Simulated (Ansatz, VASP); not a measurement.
## GeSb4Te4 in VASP and in Ansatz

The input INCAR:

```
SYSTEM = GeSb4Te4
PREC = Accurate
ENCUT = 520
EDIFF = 1E-6
ISMEAR = 0
SIGMA = 0.03
LREAL = .False.
LASPH = .True.
NELM = 100
ALGO = Normal
ISIF = 2
LWAVE = .False.
LCHARG = .False.
GGA = PE
NBANDS = 39
```

File KPOINTS:

```
Automatic mesh
0
Gamma
  9 9 2
  0 0 0
```

POSCAR

```
GeSb4Te4
1.0
   -4.3299846501      0.0000000000      0.0000000000
   -2.1649923251     -3.7498767050      0.0000000000
    0.0000000000      0.0000000000     17.3486093019
Ge Sb Te
1 4 4
Direct
    0.0000000000      0.0000000000      0.3875375597
    0.3333333333      0.3333333333      0.9410455682
    0.6666666667      0.6666666667      0.8513220036
    0.6666666667      0.6666666667      0.1746877823
    0.3333333333      0.3333333333      0.6003873372
    0.3333333333      0.3333333333      0.2904049290
    0.6666666667      0.6666666667      0.4846701905
    1.0000000000      1.0000000000      0.0762122074
    0.0000000000      0.0000000000      0.6988629121
```

Input for Ansatz:

```yaml
crystal:
  lattice:
    - [-4.3299846501, 0.0, 0.0]
    - [-2.1649923251, -3.749876705, 0.0]
    - [0.0, 0.0, 17.3486093019]
  atoms:
    - { symbol: Ge, position: [0.0, 0.0, 0.3875375597] }
    - { symbol: Sb, position: [0.3333333333, 0.3333333333, 0.9410455682] }
    - { symbol: Sb, position: [0.6666666667, 0.6666666667, 0.8513220036] }
    - { symbol: Sb, position: [0.6666666667, 0.6666666667, 0.1746877823] }
    - { symbol: Sb, position: [0.3333333333, 0.3333333333, 0.6003873372] }
    - { symbol: Te, position: [0.3333333333, 0.3333333333, 0.290404929] }
    - { symbol: Te, position: [0.6666666667, 0.6666666667, 0.4846701905] }
    - { symbol: Te, position: [1.0, 1.0, 0.0762122074] }
    - { symbol: Te, position: [0.0, 0.0, 0.6988629121] }
basis:
  ecutwfc: 420
kpoints:
  mp_grid: { grid: [9, 9, 2] }
hamiltonian:
  xc: pbe
scf:
  occupations: { method: gaussian, width: 0.03 }
output:
  forces: true
  stress: true
  eigenvalues: true
```

Alike in both runs: task single point; functional PBE; k mesh 9 × 9 × 2; occupations gaussian, width 0.03 eV; no spin polarisation.

|  | VASP | Ansatz |
| --- | --- | --- |
| version | VASP 6.6.1 | Ansatz 0.2.0 |
| potentials or method | VASP PAW PBE potentials, release 64 (Ge_d, Sb, Te), cutoff 520 eV | scalar-relativistic, plane waves, PAW |
| valence electrons in the cell | 58 | 138 |

Ansatz gave:

| Quantity | Value |
| --- | --- |
| gap on the k mesh at the Fermi level (eV) | 0.09 |
| least direct gap on the mesh (eV) | 0.09 |
| pressure (GPa) | 0.4 |
| traceless stress, the component that is largest in VASP (GPa) | 0.10 |
| rms of the force components (eV/Å) | 0.044 |

Problem. What did VASP give for the same quantities?

Solution. gap on the k mesh at the Fermi level (eV): 0.09; least direct gap on the mesh (eV): 0.09; pressure (GPa): 0.4; traceless stress, the component that is largest in VASP (GPa): 0.10; rms of the force components (eV/Å): 0.041.

Atom by atom the forces differ by 0.016 eV/Å (rms over components). With one functional, cell and mesh, what is left measures potentials, basis and numerics. VASP's potentials hold 58 valence electrons a cell and Ansatz's 138, so a difference there can come from the potentials and not from the codes.

Spin-orbit coupling is off throughout.
